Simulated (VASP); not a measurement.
# Al15GaAs16 (a cell with a defect) in VASP: single point with PBE

Aim: the single point of Al15GaAs16 (a cell with a defect) with PBE.

All numbers are computed with VASP 6.6.1; they aren't measurements. Logs are shortened: lines on timing, memory, paths and dates and some standing lists are left out, and cuts for length are marked.

## 1. The cell of the first run

The cell holds a defect, 32 atoms: a = 9.921 Å, b = 9.921 Å, c = 9.921 Å, α = 109.47°, β = 109.47°, γ = 109.47°.

## 2. Single point, PBE, collinear spin

INCAR

```
SYSTEM = Al15GaAs16
ALGO     = Normal         ! electronic algorithm
EDIFF    = 1E-6           ! SCF threshold, eV
ENCUT    = 400            ! plane-wave cutoff, eV
GGA      = PE             ! functional
GGA_COMPAT= .FALSE.      
ISIF     = 2              ! what is computed and relaxed
ISMEAR   = 0              ! smearing method
ISPIN    = 2              ! spin polarisation
KPAR     = 2            
LASPH    = .TRUE.         ! aspherical terms in the spheres
LCHARG   = .FALSE.        ! write CHGCAR
LORBIT   = 11             ! projections on sites
LREAL    = Auto         
LWAVE    = .FALSE.        ! write WAVECAR
MAGMOM   = 0.2 0 0 0 0 0 0 0 0 0 0 0 0 0 0 0 0.2 0 0 0 0 0 0 0 0 0 0 0 0 0.2 0.2 0.2 ! initial moments
NBANDS   = 95             ! bands
NCORE    = 2            
NELECT   = 137.0        
NELM     = 200            ! most SCF steps
PREC     = Accurate       ! precision mode
SIGMA    = 0.01           ! smearing width, eV
```

KPOINTS

```
Automatic mesh
0
Gamma
  2 2 2
  0.5 0.5 0.5
```

POSCAR

```
Al15GaAs16
1.0
   -5.7279123210     -5.7279123210      5.7279123210
    5.7279123210      5.7279123210      5.7279123210
   -5.7279123210      5.7279123210     -5.7279123210
Ga Al As
1 15 16
Direct
    0.7497038222      0.5003728455      0.7501450344
    0.0011963492      0.5006629675      0.5007044914
    0.7496836923      0.7521342830      0.5005749334
    0.2496832493      0.5006729196      0.2502852823
   -0.0006639885      0.7500584544      0.2512567036
    0.7496275387      0.0005352304      0.2500870111
    0.5003059802      0.5004645205      0.0018244075
    0.2508434122      0.7502168554     -0.0003226386
   -0.0006800456      0.0017315950     -0.0002429160
    0.7498346512      0.2510030760      0.0018616130
    0.5002030858      0.7519077753      0.7501334059
    0.2497549324      0.0004622488      0.7501780124
    0.0014640850      0.2510689761      0.7501535046
    0.4981310101     -0.0006235880      0.4985260903
    0.2485555243      0.2487287576      0.4984088339
    0.4981488763      0.2489958623      0.2491030634
    0.0015665978      0.7524468624      0.0018460222
    0.2499605128      0.7511973689      0.7503096342
    0.0003967210      0.0006065997      0.7502938309
    0.4998592207      0.7505076083      0.5000572536
    0.2502659588      0.0010835723      0.5007465892
   -0.0002751808      0.2507264056      0.5000463952
    0.7501461259      0.7512177953      0.2501052824
    0.5004616588      0.0011273120      0.2505377890
    0.2502941305      0.2513992091      0.2504870447
    0.0002541266      0.5008533457      0.2501199556
    0.7500580560      0.0006291770      0.0005703585
    0.4998476310      0.2506452672     -0.0000762900
    0.2499024481      0.5010302589      0.0006713966
    0.7501860644      0.2490754776      0.7503039806
    0.4981423418      0.5005333353      0.7502252999
    0.7499325702      0.5008682529      0.4986572749
```

Potentials or basis: VASP PAW PBE potentials, release 64 (Ga_d, Al, As).

Launch:

```
$ cat potpaw_PBE.64/Ga_d/POTCAR potpaw_PBE.64/Al/POTCAR potpaw_PBE.64/As/POTCAR > POTCAR
$ mpirun -np 4 vasp_std > vasp.out
```

OUTCAR:

```text
SYSTEM = Al15GaAs16
   EDIFF = 1E-6
   ENCUT = 400
   GGA = PE
   ISIF = 2
   ISMEAR = 0
   ISPIN = 2
   LASPH = .TRUE.
   LORBIT = 11
   LREAL = Auto
   NELECT = 137.0
   NELM = 200
   PREC = Accurate

 ion  position               nearest neighbor table
   1  0.750  0.500  0.750-  30 2.50  31 2.50  32 2.50  17 2.50
   2  0.001  0.501  0.501-  22 2.47  18 2.48  26 2.48  32 2.49
   3  0.750  0.752  0.501-  20 2.47  19 2.48  23 2.48  32 2.49
   4  0.250  0.501  0.250-  26 2.47  25 2.48  29 2.48  20 2.48
   5  0.999  0.750  0.251-  26 2.47  23 2.47  21 2.49  17 2.49
   6  0.750  0.001  0.250-  23 2.48  24 2.48  27 2.48  22 2.48
[... 24 lines left out ...]
  31  0.498  0.501  0.750-  11 2.49   7 2.49  15 2.49   1 2.50
  32  0.750  0.501  0.499-   2 2.49   3 2.49  16 2.49   1 2.50

  LATTYP: Found a body centered cubic cell.
 ALAT       =    11.4558246420

  Lattice vectors:

 A1 = (  -5.7279123210,  -5.7279123210,   5.7279123210)
 A2 = (   5.7279123210,   5.7279123210,   5.7279123210)
 A3 = (  -5.7279123210,   5.7279123210,  -5.7279123210)

Analysis of symmetry for initial positions (statically):
=====================================================================
 Subroutine PRICEL returns:
 Original cell was already a primitive cell.

 Routine SETGRP: Setting up the symmetry group for a
 body centered cubic supercell.

 Subroutine GETGRP returns: Found  1 space group operations
 (whereof  1 operations were pure point group operations)
 out of a pool of 48 trial point group operations.

The static configuration has the point symmetry C_1 .

Analysis of symmetry for dynamics (positions and initial velocities):
=====================================================================
 Subroutine PRICEL returns:
 Original cell was already a primitive cell.

 Routine SETGRP: Setting up the symmetry group for a
 body centered cubic supercell.

 Subroutine GETGRP returns: Found  1 space group operations
 (whereof  1 operations were pure point group operations)
 out of a pool of 48 trial point group operations.

The dynamic configuration has the point symmetry C_1 .

Analysis of structural, dynamic, and magnetic symmetry:
=====================================================================
 Subroutine PRICEL returns:
 Original cell was already a primitive cell.

 Routine SETGRP: Setting up the symmetry group for a
 body centered cubic supercell.

 Subroutine GETGRP returns: Found  1 space group operations
 (whereof  1 operations were pure point group operations)
 out of a pool of 48 trial point group operations.

The overall configuration has the point symmetry C_1 .

 Subroutine INISYM returns: Found  1 space group operations
 (whereof  1 operations are pure point group operations),
 and found     1 'primitive' translations

----------------------------------------------------------------------------------------

                                     Primitive cell

  volume of cell :     751.7078

  direct lattice vectors                    reciprocal lattice vectors
    -5.727912321 -5.727912321  5.727912321    -0.087291839  0.000000000  0.087291839
     5.727912321  5.727912321  5.727912321     0.000000000  0.087291839  0.087291839
    -5.727912321  5.727912321 -5.727912321    -0.087291839  0.087291839  0.000000000

  length of vectors
     9.921035161  9.921035161  9.921035161     0.123449303  0.123449303  0.123449303

  position of ions in fractional coordinates (direct lattice)
     0.749703822  0.500372846  0.750145034
     0.001196349  0.500662967  0.500704491
     0.749683692  0.752134283  0.500574933
     0.249683249  0.500672920  0.250285282
     0.999336011  0.750058454  0.251256704
     0.749627539  0.000535230  0.250087011
[... 24 lines left out ...]
     0.498142342  0.500533335  0.750225300
     0.749932570  0.500868253  0.498657275

  ion indices of the primitive-cell ions
   primitive index   ion index
                 1           1
                 2           2
                 3           3
                 4           4
                 5           5
[... 61 lines left out ...]
   number of dos      NEDOS =    301   number of ions     NIONS =     32
   total plane-waves  NPLWV = 343000
   dimension x,y,z NGX =    70 NGY =   70 NGZ =   70
   dimension x,y,z NGXF=   140 NGYF=  140 NGZF=  140
   ions per type =               1  15  16
   NGX,Y,Z   is equivalent  to a cutoff of  11.73, 11.73, 11.73 a.u.
   NGXF,Y,Z  is equivalent  to a cutoff of  23.46, 23.46, 23.46 a.u.
 SYSTEM =  Al15GaAs16
   PREC   = accura    normal or accurate (medium, high low for compatibility)
   ISTART =      0    job   : 0-new  1-cont  2-samecut
   ICHARG =      2    charge: 1-file 2-atom 10-const
   ISPIN  =      2    spin polarized calculation?
   LNONCOLLINEAR =      F non collinear calculations
   LSORBIT =      F    spin-orbit coupling
   LASPH  =      T    aspherical Exc in radial PAW
   ENCUT  =  400.0 eV  29.40 Ry    5.42 a.u.  16.18 16.18 16.18*2*pi/ulx,y,z
   NELM   =    200;   NELMIN=  2; NELMDL= -5     # of ELM steps
   EDIFF  = 0.1E-05   stopping-criterion for ELM
   LREAL  =      T    real-space projection
   EDIFFG = 0.1E-04   stopping-criterion for IOM
   NSW    =      0    number of steps for IOM
   IBRION =     -1    ionic relax: 0-MD 1-quasi-New 2-CG
   NFREE  =      0    steps in history (QN), initial steepest desc. (CG)
   ISIF   =      2    stress and relaxation
   ISYM   =      2    0-nonsym 1-usesym 2-fastsym
   POTIM  = 0.5000    time-step for ionic-motion
   TEBEG  =    0.0;   TEEND  =   0.0 temperature during run
   PSTRESS=    0.0 pullay stress
   NELECT =     137.0000    total number of electrons
   NUPDOWN=      -1.0000    fix difference up-down
   EMIN   =  10.00;   EMAX   =-10.00  energy-range for DOS
   EFERMI =   0.00;   METHOD = LEGACY
   ISMEAR =     0;   SIGMA  =   0.01  broadening in eV -4-tet -1-fermi 0-gaus
   EFERMI_NEDOS =   21; number of points for ismear=-14 and -15
   IALGO  =     38    algorithm
   IMIX   =      4    mixing-type and parameters
     AMIX     =   0.40;   BMIX     =  1.00
     AMIX_MAG =   1.60;   BMIX_MAG =  1.00
  volume/ion in A,a.u.               =      23.49       158.52
  Fermi-wavevector in a.u.,A,eV,Ry     =   0.928180  1.754005 11.721654  0.861517
  Thomas-Fermi vector in A             =   2.054329
   LORBIT       =     11    0 simple, 1 ext, 2 COOP (PROOUT), +10 PAW based schemes
   GGA     = PE    functional components
   LHFCALC =     F    Hartree Fock is set to
   AEXX    =    0.0000 exact exchange contribution
   IVDW    =     0    specifies the selected vdW correction
   LEPSILON=     F    determine dielectric tensor
   LRPA    =     F    only Hartree local field effects (RPA)
 spin polarized calculation
 Gauss-broadening in eV      SIGMA  =   0.01
  energy-cutoff  :      400.00
  volume of cell :      751.71
 maximum number of plane-waves:     13700
 NGX is ok and might be reduce to    70
   NGX = 33   NGY = 33   NGZ = 33

 number of electron     136.9999966 magnetization       0.9986877

 Free energy of the ion-electron system (eV)
  ---------------------------------------------------
  ext. energy  EPLUGINS =         0.00000000
  ---------------------------------------------------
  free energy    TOTEN  =      -152.23938279 eV

  energy without entropy =     -152.23694158  energy(sigma->0) =     -152.23816219

 E-fermi :   3.1266     XC(G=0):  -8.9110

 val. band max:        3.1251005728   @ k =   0.2500   0.2500  -0.2500
 cond. band min:       3.1567528912   @ k =   0.2500   0.2500   0.2500
 fundamental gap:      0.0316523184
 Fermi energy:         3.1265713468

 spin component 1

 k-point     1 :       0.2500    0.2500    0.2500
  band No.  band energies     occupation
      1     -10.8871      1.00000
      2     -10.8863      1.00000
      3     -10.8857      1.00000
      4     -10.8163      1.00000
      5     -10.8161      1.00000
      6      -7.6739      1.00000
[... 321 lines left out ...]
     79       6.8945      0.00000
     80       6.9565      0.00000
 Fermi energy:         3.1265713468

 spin component 2

 k-point     1 :       0.2500    0.2500    0.2500
  band No.  band energies     occupation
      1     -10.8786      1.00000
      2     -10.8783      1.00000
      3     -10.8780      1.00000
      4     -10.8123      1.00000
      5     -10.8122      1.00000
      6      -7.6199      1.00000
[... 321 lines left out ...]
     79       6.9161      0.00000
     80       6.9766      0.00000
 [bands above 80 left out]

------------------------ aborting loop because EDIFF is reached ----------------------------------------

  FORCE on cell =-STRESS in cart. coord.  units (eV):
  Direction    XX          YY          ZZ          XY          YZ          ZX
  --------------------------------------------------------------------------------------
  -------------------------------------------------------------------------------------
  Total       -6.8642337     -6.8493292     -6.6676780      0.6638434     -0.1405991      0.2115305
  in kB      -14.6303113    -14.5985440    -14.2113757      1.4149045     -0.2996705      0.4508526
  external PRESSURE =     -14.4800770 kB  Pullay stress =       0.0000000 kB

 VOLUME and BASIS-vectors are now :
 -----------------------------------------------------------------------------
  energy-cutoff  :      400.00
  volume of cell :      751.71
      direct lattice vectors                 reciprocal lattice vectors
    -5.727912321 -5.727912321  5.727912321    -0.087291839  0.000000000  0.087291839
     5.727912321  5.727912321  5.727912321     0.000000000  0.087291839  0.087291839
    -5.727912321  5.727912321 -5.727912321    -0.087291839  0.087291839  0.000000000

 POSITION                                       TOTAL-FORCE (eV/Angst)
 -----------------------------------------------------------------------------------
     -5.72491      2.86862      2.86356         0.005104      0.002606     -0.006223
     -0.00709      5.72889      0.00661         0.001066      0.004847      0.001478
     -2.85321      2.88129      5.73503        -0.010430     -0.006867      0.002388
      0.00403      2.87126      2.86436        -0.001950     -0.004275      0.014165
     -2.86702      0.01134      8.58120         0.007634     -0.003457      0.013754
     -5.72321     -2.85826      2.86439        -0.009857      0.004289      0.014330
[... 24 lines left out ...]
     -4.28353      4.31092      1.42310         0.004517      0.005953      0.003949
     -4.28288      1.42965      4.30821         0.006964     -0.006854      0.005977
 -----------------------------------------------------------------------------------
    total drift:                               -0.016475     -0.012947     -0.006440

  FREE ENERGIE OF THE ION-ELECTRON SYSTEM (eV)
  ---------------------------------------------------
  free  energy   TOTEN  =      -152.2393827930 eV

  energy  without entropy=     -152.2369415841  energy(sigma->0) =     -152.23816219

 total charge

# of ion       s       p       d       tot
------------------------------------------
    1        0.879   0.725   9.982  11.586
    2        0.404   0.353   0.000   0.756
    3        0.404   0.353   0.000   0.756
    4        0.403   0.354   0.000   0.757
    5        0.404   0.353   0.000   0.756
    6        0.403   0.354   0.000   0.757
[... 24 lines left out ...]
   31        1.204   1.607   0.024   2.834
   32        1.204   1.607   0.024   2.835
--------------------------------------------------
tot         26.097  32.206  10.353  68.657

 magnetization (x)

# of ion       s       p       d       tot
------------------------------------------
    1       -0.002   0.019   0.005   0.022
    2       -0.001   0.003   0.000   0.002
    3       -0.001   0.003   0.000   0.002
    4       -0.000   0.002   0.000   0.001
    5       -0.001   0.003   0.000   0.003
    6       -0.000   0.002   0.000   0.001
[... 24 lines left out ...]
   31        0.001   0.047   0.001   0.049
   32        0.001   0.047   0.001   0.049
--------------------------------------------------
tot         -0.005   0.507   0.010   0.512
```

It took 5 min on 4 MPI ranks of AMD EPYC 7R43 (Zen 3), shared host; peak memory 0.6 GiB.

What came out:

| Quantity | Value |
| --- | --- |
| Free energy | -152.2394 eV |
| Largest force | 0.023 eV/Å |
| Net moment | 1.00 μB per cell |
| Site moments | Ga +0.02; Al +0.00; As +0.05, +0.02 (each value once) μB |
| Valence electrons inside the program's atomic spheres | Ga 11.59; Al 0.76; As 2.83, 2.87 (each value once) |

Forces on the atoms (eV/Å):
```
Ga   0.005  0.003 -0.006
Al   0.001  0.005  0.001
Al  -0.010 -0.007  0.002
Al  -0.002 -0.004  0.014
Al   0.008 -0.003  0.014
Al  -0.010  0.004  0.014
Al   0.013  0.004  0.013
Al   0.005  0.007 -0.005
Al  -0.008 -0.008 -0.001
Al   0.014 -0.009  0.012
Al  -0.007 -0.005  0.003
Al  -0.001  0.006  0.010
Al   0.001  0.006 -0.001
Al  -0.010  0.014  0.015
Al  -0.002  0.013  0.016
Al  -0.006  0.007  0.014
As  -0.015  0.010  0.006
As   0.002 -0.009 -0.010
As   0.008  0.008  0.001
As  -0.003 -0.002 -0.017
As  -0.004 -0.010 -0.011
As   0.006 -0.007 -0.019
As   0.002 -0.002 -0.014
As   0.004 -0.007 -0.006
As   0.008 -0.003 -0.013
As  -0.003  0.007 -0.009
As   0.005 -0.002 -0.005
As  -0.007 -0.011 -0.015
As  -0.008 -0.008 -0.002
As   0.004  0.003 -0.012
As   0.005  0.006  0.004
As   0.007 -0.007  0.006
```

Caveat: the k points lie up to 0.39 Å⁻¹ apart; the cell carries a net charge on a neutralising background, which shifts energy and pressure; the cell is charged against a uniform background, so pressure and absolute levels hang on convention.
